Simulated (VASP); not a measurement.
Wanted: the native input for a VASP 6.6.1 run.

* Task: single point
* Functional: PBE
* Potentials or basis: VASP PAW PBE potentials, release 64 (Na_pv, H)
* Cutoff: 520 eV
* k mesh: 8 × 8 × 8
* Occupations: gaussian, width 0.01 eV
* Spin: no spin polarisation
* Dipole correction: no
* Further INCAR settings: ALGO = Normal; EDIFF = 1e-06; NBANDS = 11

The structure of NaH lies in POSCAR:

```
NaH
1.0
    2.9649794954      0.0000000000      0.0000000000
    0.0000000000      2.9649794954      0.0000000000
    0.0000000000      0.0000000000      2.9649794954
Na H
1 1
Direct
    0.0000000000      0.0000000000      0.0000000000
    0.5000000000      0.5000000000      0.5000000000
```

The input as run:

INCAR

```
SYSTEM = NaH
PREC     = Accurate       ! precision mode
ENCUT    = 520            ! plane-wave cutoff, eV
EDIFF    = 1E-6           ! SCF threshold, eV
ISMEAR   = 0              ! smearing method
SIGMA    = 0.01           ! smearing width, eV
LREAL    = .FALSE.        ! projectors in reciprocal space
LASPH    = .TRUE.         ! aspherical terms in the spheres
NELM     = 60             ! most SCF steps
ALGO     = Normal         ! electronic algorithm
ISIF     = 2              ! what is computed and relaxed
LWAVE    = .FALSE.        ! write WAVECAR
LCHARG   = .FALSE.        ! write CHGCAR
GGA      = PE             ! functional
NBANDS   = 11             ! bands
```

KPOINTS

```
regular mesh
0
G
  8 8 8
  0 0 0
```

Potentials or basis: VASP PAW PBE potentials, release 64 (Na_pv, H).

Launch:

```sh
$ cat potpaw_PBE.64/Na_pv/POTCAR potpaw_PBE.64/H/POTCAR > POTCAR
$ mpirun -np 1 vasp_std > vasp.out
```

It gave:

| Quantity | Value |
| --- | --- |
| Pressure | -0.1 GPa |
| Band gap on the k mesh | 1.03 eV, indirect (least direct gap 4.40 eV) |

It took 2.8 s on 1 thread of Intel(R) Xeon(R) 6975P-C (Granite Rapids), with other jobs on the host, peak memory 0.13 GiB.
